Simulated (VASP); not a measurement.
Crystal: Cu.

```
CELL_PARAMETERS angstrom
0.00000 1.78813 1.78813
1.78813 0.00000 1.78813
1.78813 1.78813 0.00000
ATOMIC_POSITIONS crystal
Cu 0.00000 0.00000 0.00000
```

Base run:

- Program: VASP 6.6.1
- Functional: r2SCAN
- Potentials or basis: VASP PAW PBE potentials, release 64 (Cu)
- Cutoff: 520 eV
- k mesh: 15 × 15 × 15
- Occupations: fermi-dirac, width 0.3 eV
- Spin: no spin polarisation

Its results: pressure 0.9 GPa.

Task: The run is repeated on the same cell with these changes: occupations from fermi-dirac, width 0.3 eV to methfessel-paxton, width 0.01 eV. What comes out?

Result: Pressure 0.3 GPa.

Caveats: the PAW data sets were made with another functional, which shifts forces and pressure a little.
